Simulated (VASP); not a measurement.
BP:

```
P B
1.0
     0.00000    2.25377    2.25377
     2.25377    0.00000    2.25377
     2.25377    2.25377    0.00000
P B
1 1
Direct
  0.75000 0.75000 0.75000
  0.00000 0.00000 0.00000
```

Base run:

* Program: VASP 6.6.1
* Functional: b88 exchange, pbe correlation
* Potentials or basis: VASP PAW PBE potentials, release 64 (P, B)
* Cutoff: 500 eV
* k mesh: 10 × 10 × 10
* Occupations: fermi-dirac, width 0.05 eV
* Spin: no spin polarisation

Its results: band gap on the k mesh 1.22 eV (least direct gap 3.45 eV); pressure 4.7 GPa.

**Question.** The run is repeated on the same cell with these changes: functional from b88 exchange, pbe correlation to HF; cutoff from 500 eV to 520 eV; k mesh from 10 × 10 × 10 to 5 × 5 × 5. What comes out?

**Answer.** Band gap on the k mesh 8.06 eV (least direct gap 11.00 eV); pressure 7.8 GPa.

Several settings changed at once.

Caveats: some runs use coarse meshes; the PAW data sets were made with another functional, which shifts forces and pressure a little; the cell stands under pressure (at least some runs); an odd mesh through Γ misses points on the zone boundary, where band edges can lie (at least some runs).
